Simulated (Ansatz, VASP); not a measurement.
**Bi: VASP beside Ansatz**

INCAR

```
SYSTEM = Bi
PREC = Accurate
ENCUT = 520
EDIFF = 1E-6
ISMEAR = 0
SIGMA = 0.15
LREAL = .False.
LASPH = .True.
NELM = 60
ALGO = Fast
ISIF = 2
LWAVE = .False.
LCHARG = .False.
GGA = PS
IVDW = 12
NBANDS = 14
```

The input KPOINTS:

```
regular mesh
0
Gamma
  18 18 18
  0 0 0
```

The input POSCAR:

```
Bi
1.0
   -1.8088295624      1.8088295624      2.2633884314
    1.8088295624     -1.8088295624      2.2633884314
    1.8088295624      1.8088295624     -2.2633884314
Bi
1
Direct
    0.0000000000      0.0000000000      0.0000000000
```

Input for Ansatz:

```yaml
crystal:
  lattice:
    - [-1.8088295624, 1.8088295624, 2.2633884314]
    - [1.8088295624, -1.8088295624, 2.2633884314]
    - [1.8088295624, 1.8088295624, -2.2633884314]
  atoms:
    - { symbol: Bi, position: [0.0, 0.0, 0.0] }
basis:
  ecutwfc: 420
kpoints:
  mp_grid: { grid: [18, 18, 18] }
hamiltonian:
  xc: pbesol
  pseudopotentials: { kind: paw }
  dispersion: d3bj
scf:
  occupations: { method: gaussian, width: 0.15 }
output:
  forces: true
  stress: true
  eigenvalues: true
```

Alike in both runs: task single point; functional PBEsol; dispersion D3(BJ); k mesh 18 × 18 × 18; occupations gaussian, width 0.15 eV; no spin polarisation.

```csv
,VASP,Ansatz
version,VASP 6.6.1,Ansatz 0.2.0
potentials or method,"VASP PAW PBE potentials, release 64 (Bi_d), cutoff 520 eV","scalar-relativistic, plane waves, PAW"
valence electrons in the cell,15,15
```

|  | VASP | Ansatz | Ansatz less VASP |
| --- | --- | --- | --- |
| gap on the k mesh at the Fermi level (eV) | none | none | - |
| pressure (GPa) | -2.0 | -2.0 | +0.02 |
| traceless stress, the component that is largest in VASP (GPa) | -1.23 | -1.23 | -0.004 |

VASP's potentials were made for PBE, not for PBEsol. A gap of «none» marks a metal or a gap that the smearing closes.

Spin-orbit coupling is off throughout.
